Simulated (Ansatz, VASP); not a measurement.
Ca in VASP and in Ansatz

File INCAR:

```
PREC = Accurate
ENCUT = 520
EDIFF = 1E-7
ISMEAR = 0
SIGMA = 0.1
LREAL = False
LASPH = True
NELM = 100
ALGO = Fast
ISIF = 2
LWAVE = False
LCHARG = False
GGA = PE
NBANDS = 11
```

Contents of KPOINTS:

```
Automatic mesh
0
Gamma
  14 14 14
```

File POSCAR:

```
Ca
1.0
    0.0000000000      2.6471600651      2.6471600651
    2.6471600651      0.0000000000      2.6471600651
    2.6471600651      2.6471600651      0.0000000000
Ca
1
Direct
    0.0000000000      0.0000000000      0.0000000000
```

Input for Ansatz:

```yaml
crystal:
  lattice:
    - [0.0, 2.6471600651, 2.6471600651]
    - [2.6471600651, 0.0, 2.6471600651]
    - [2.6471600651, 2.6471600651, 0.0]
  atoms:
    - { symbol: Ca, position: [0.0, 0.0, 0.0] }
basis:
  ecutwfc: 420
kpoints:
  mp_grid: { grid: [14, 14, 14] }
hamiltonian:
  xc: pbe
scf:
  occupations: { method: gaussian, width: 0.1 }
output:
  forces: true
  stress: true
  eigenvalues: true
```

Alike in both runs: task single point; functional PBE; k mesh 14 × 14 × 14; occupations gaussian, width 0.1 eV; no spin polarisation.

|  | VASP | Ansatz |
| --- | --- | --- |
| version | VASP 6.6.1 | Ansatz 0.2.0 |
| potentials or method | VASP PAW PBE potentials, release 64 (Ca_sv), cutoff 520 eV | scalar-relativistic, plane waves, PAW |
| valence electrons in the cell | 10 | 10 |

```csv
,VASP,Ansatz,Ansatz less VASP
gap on the k mesh at the Fermi level (eV),none,none,-
pressure (GPa),2.7,2.7,-0.02
```

A gap of «none» marks a metal or a gap that the smearing closes. The functional is the same, so the differences come from potentials, cutoffs and numerics.
